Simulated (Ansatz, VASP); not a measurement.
# One calculation of PbS, two programs

```
Pb S
1.0
     2.04888   -5.79780    0.00000
     2.04888    5.79780    0.00000
     0.00000    0.00000    4.23528
Pb S
2 2
Cartesian
  2.0489 -4.3242 3.1765
  2.0489 4.3242 1.0588
  2.0489 -1.6353 3.1765
  2.0489 1.6353 1.0588
```

Alike in both runs: functional PBEsol; k mesh 8 × 8 × 6; occupations gaussian, width 0.02 eV; no spin polarisation.

Ansatz relaxed the structure, and its values are those at the end. VASP's run is a single point on that final structure, the one shown.

|  | VASP | Ansatz |
| --- | --- | --- |
| version | VASP 6.6.1 | Ansatz 0.2.0 |
| potentials or method | VASP PAW PBE potentials, release 64 (Pb_d, S), cutoff 520 eV | scalar-relativistic, plane waves, PAW |
| valence electrons in the cell | 40 | 40 |

Ansatz gave:

* gap on the k mesh at the Fermi level (eV): 1.09
* least direct gap on the mesh (eV): 1.15
* pressure (GPa): 0.0

Estimate VASP's values.

gap on the k mesh at the Fermi level (eV): 1.09; least direct gap on the mesh (eV): 1.16; pressure (GPa): 0.0.

VASP's potentials were made for PBE, not for PBEsol. With one functional, cell and mesh, what is left measures potentials, basis and numerics.

Spin-orbit coupling is off throughout.
